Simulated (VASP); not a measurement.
Set up this calculation in VASP 6.6.1, as the native input.

- Task: density of states
- Functional: PBE
- Potentials or basis: VASP PAW PBE potentials, release 64 (Sc_sv, Si, N)
- Cutoff: 520 eV
- k mesh: 8 × 8 × 8
- Occupations: gaussian, width 0.1 eV
- Spin: no spin polarisation
- Dipole correction: no
- k mesh for the DOS: 12 × 12 × 12
- Occupations for the DOS: tetrahedron
- Further INCAR settings: ALGO = Normal; EDIFF = 1e-06

Crystal: Sc4SiN.

```xyz
6
Lattice="0.0000 3.8592 3.8592 3.8592 0.0000 3.8592 3.8592 3.8592 0.0000" Properties=species:S:1:pos:R:3 pbc="T T T"
Sc    2.8866    2.8866    4.8318
Sc    2.8866    4.8318    2.8866
Sc    4.8318    2.8866    2.8866
Sc    4.8318    4.8318    4.8318
Si    0.0000    0.0000    0.0000
N     1.9296    1.9296    1.9296
```

The input as run:

POSCAR

```
Sc4SiN
1.0
    0.0000000000      3.8591964185      3.8591964185
    3.8591964185      0.0000000000      3.8591964185
    3.8591964185      3.8591964185      0.0000000000
Sc Si N
4 1 1
Direct
    0.6260058964      0.6260058964      0.1219823109
    0.6260058964      0.1219823109      0.6260058964
    0.1219823109      0.6260058964      0.6260058964
    0.6260058964      0.6260058964      0.6260058964
    0.0000000000      0.0000000000      0.0000000000
    0.2500000000      0.2500000000      0.2500000000
```

INCAR.step1

```
ALGO = Normal
EDIFF = 1E-6
ENCUT = 520
GGA = PE
GGA_COMPAT = F
ISIF = 2
ISMEAR = 0
LASPH = T
LCHARG = T
LMAXMIX = 4
LORBIT = 11
LREAL = F
LWAVE = F
NBANDS = 36
NEDOS = 2001
NELM = 120
PREC = Accurate
SIGMA = 0.1
```

KPOINTS.step1

```
k-points
0
Gamma
  8 8 8
```

INCAR.step2

```
ALGO = Normal
EDIFF = 1E-6
ENCUT = 520
GGA = PE
GGA_COMPAT = F
ICHARG = 11
ISIF = 2
ISMEAR = -5
LASPH = T
LCHARG = F
LMAXMIX = 4
LORBIT = 11
LREAL = F
LWAVE = F
NEDOS = 2001
NELM = 120
PREC = Accurate
SIGMA = 0.1
```

KPOINTS.step2

```
k-points
0
Gamma
  12 12 12
```

Potentials or basis: VASP PAW PBE potentials, release 64 (Sc_sv, Si, N).

Launch:

```console
$ cat potpaw_PBE.64/Sc_sv/POTCAR potpaw_PBE.64/Si/POTCAR potpaw_PBE.64/N/POTCAR > POTCAR
$ cp INCAR.step1 INCAR
$ cp KPOINTS.step1 KPOINTS
$ mpirun -np 1 vasp_std > vasp.out
$ cp INCAR.step2 INCAR
$ cp KPOINTS.step2 KPOINTS
$ mpirun -np 1 vasp_std > vasp.out
```

Results of the run:

* Valence electrons inside the program's atomic spheres: Sc 9.70; Si 1.53; N 3.33

Wall time 4.1 min on 1 thread of AMD EPYC 9R45 96-Core Processor (Zen 5) (shared host), peak memory 0.36 GiB.
